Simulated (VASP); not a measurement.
Set up this calculation in VASP 6.6.1, as the native input.

| Quantity | Value |
| --- | --- |
| Task | single point |
| Functional | LDA |
| Potentials or basis | VASP PAW LDA potentials, release 64 (Ag) |
| Cutoff | 520 eV |
| k mesh | 10 × 10 × 6 |
| Occupations | fermi-dirac, width 0.05 eV |
| Spin | no spin polarisation |
| Dipole correction | no |
| Further INCAR settings | ALGO = Normal; EDIFF = 1e-06; NBANDS = 18 |

The structure of Ag lies in POSCAR:

```
Ag
1.0
    2.9103349780      0.0000000000      0.0000000000
   -1.4551674890      2.5204240244      0.0000000000
    0.0000000000      0.0000000000      4.7578513803
Ag
2
Direct
    0.6666666667      0.3333333333      0.7500000000
    0.3333333333      0.6666666667      0.2500000000
```

This cell differs from its parent crystal: volume scaled by 0.98.

One way to write it, as run:

INCAR

```
PREC = Accurate ; ENCUT = 520
EDIFF = 1E-6 ; ISMEAR = -1
SIGMA = 0.05 ; LREAL = False
LASPH = True ; NELM = 60
ALGO = Normal ; ISIF = 2
LWAVE = False ; LCHARG = False
GGA = CA ; NBANDS = 18
```

KPOINTS

```
Automatic mesh
0
Gamma
  10 10 6
```

Potentials or basis: VASP PAW LDA potentials, release 64 (Ag).

Launch:

```bash
$ cat potpaw_LDA.64/Ag/POTCAR > POTCAR
$ mpirun -np 1 vasp_std > vasp.out
```

Results of the run:

```json
{"Pressure": "-8.7 GPa", "Band gap on the k mesh": "zero (band 11 reaches 10.89 eV, above the bottom of band 12 at 4.49 eV)"}
```

Run time: 28 s on 1 thread of Intel Xeon 8259CL, on a shared host, peak memory 0.16 GiB.
